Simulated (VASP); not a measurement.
A run of VASP 6.6.1 is set up as follows.

Contents of INCAR:

```
SYSTEM = Ru2C
PREC = Accurate
ENCUT = 600
EDIFF = 1E-6
ISMEAR = 0
SIGMA = 0.2
LREAL = .False.
LASPH = .True.
NELM = 80
ALGO = Normal
ISIF = 3
LWAVE = .False.
LCHARG = .False.
GGA = PE
IBRION = 2
NSW = 36
EDIFFG = -0.08
```

The input KPOINTS:

```
regular mesh
0
Gamma
  4 4 4
  0 0 0
```

File POSCAR:

```
Ru2C
1.0
    4.3896195300      0.0000000000      0.0000000000
    0.0000000000      4.7350227900      0.0000000000
    0.0000000000      0.0000000000      3.7753576600
Ru C
4 2
Direct
    0.7500000000      0.7500000000      0.0000000000
    0.2500000000      0.2500000000      0.0000000000
    0.2500000000      0.7500000000      0.0000000000
    0.7500000000      0.2500000000      0.0000000000
    0.5000000000      0.0000000000      0.5489611400
    0.0000000000      0.5000000000      0.4510388600
```

Potentials or basis: VASP PAW PBE potentials, release 64 (Ru_pv, C).

Launch:

```sh
$ cat potpaw_PBE.64/Ru_pv/POTCAR potpaw_PBE.64/C/POTCAR > POTCAR
$ mpirun -np 1 vasp_std > vasp.out
```

Problem. What does it give for the relaxed volume?

Solution. 11.69 Å³/atom.

Problem. What does it give for the band gap on the k mesh?

Solution. Zero (bands 32 and 33 overlap by 1.81 eV).

Problem. What does it give for the space group after relaxing (to 0.1 Å)?

Solution. P4/mmm (No. 123).

Stress tensor (GPa, compression positive):
```
-0.10  0.00  0.00
 0.00  0.04  0.00
 0.00  0.00 -0.28
```

Caveat: the k points lie up to 0.60 Å⁻¹ apart in the final cell, too coarse for converged energies and pressures of a metal; a cell axis changed by over 15 % at a fixed basis, so the end point is rough.
